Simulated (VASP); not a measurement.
Input of a VASP 6.6.1 run:

POSCAR

```
TiO2
1.0
    2.7060340000     -2.7066550000      0.0000000000
    2.7060340000      2.7066550000      0.0000000000
   -2.6335310000      0.0000000000      4.7966370000
Ti O
2 4
Direct
    0.1341100000      0.8658900000      0.2500000000
    0.8658900000      0.1341100000      0.7500000000
    0.3312210000      0.0887550000      0.6671490000
    0.6687790000      0.9112450000      0.3328510000
    0.9112450000      0.6687790000      0.8328510000
    0.0887550000      0.3312210000      0.1671490000
```

The input INCAR.step1:

```
SYSTEM = TiO2
  PREC = Accurate
  ENCUT = 520
  ISMEAR = 0
  SIGMA = 0.02
  LREAL = .False.
  LASPH = .True.
  NELM = 100
  NBANDS = 33
  GGA = PE
  ALGO = Normal
  EDIFF = 1E-4
  LWAVE = .True.
  LCHARG = .False.
```

INCAR.step2

```
SYSTEM = TiO2
  PREC = Accurate
  ENCUT = 520
  EDIFF = 1E-7
  ISMEAR = 0
  SIGMA = 0.02
  LREAL = .False.
  LASPH = .True.
  NELM = 100
  ALGO = Normal
  ISIF = 2
  LWAVE = .False.
  LCHARG = .False.
  METAGGA = R2SCAN
  LMIXTAU = .True.
  NBANDS = 33
  ISTART = 1
```

Contents of KPOINTS:

```
Automatic mesh
0
Gamma
  8 8 6
  0 0 0
```

Potentials or basis: VASP PAW PBE potentials, release 64 (Ti_sv, O).

The run is started by

```bash
$ cat potpaw_PBE.64/Ti_sv/POTCAR potpaw_PBE.64/O/POTCAR > POTCAR
$ cp INCAR.step1 INCAR
$ mpirun -np 1 vasp_std > vasp.out
$ cp INCAR.step2 INCAR
$ mpirun -np 1 vasp_std > vasp.out
```

Question: Predict the pressure.

Answer: -5.2 GPa.

Question: Predict the largest force.

Answer: 0.198 eV/Å.

Forces on the atoms (eV/Å):
```
Ti   0.000  0.095  0.000
Ti   0.000 -0.095  0.000
O   -0.004 -0.030 -0.196
O    0.004  0.030  0.196
O    0.004 -0.030  0.196
O   -0.004  0.030 -0.196
```

Caveat: the cell stands under tension; the PAW data sets were made with another functional, which shifts forces and pressure a little.
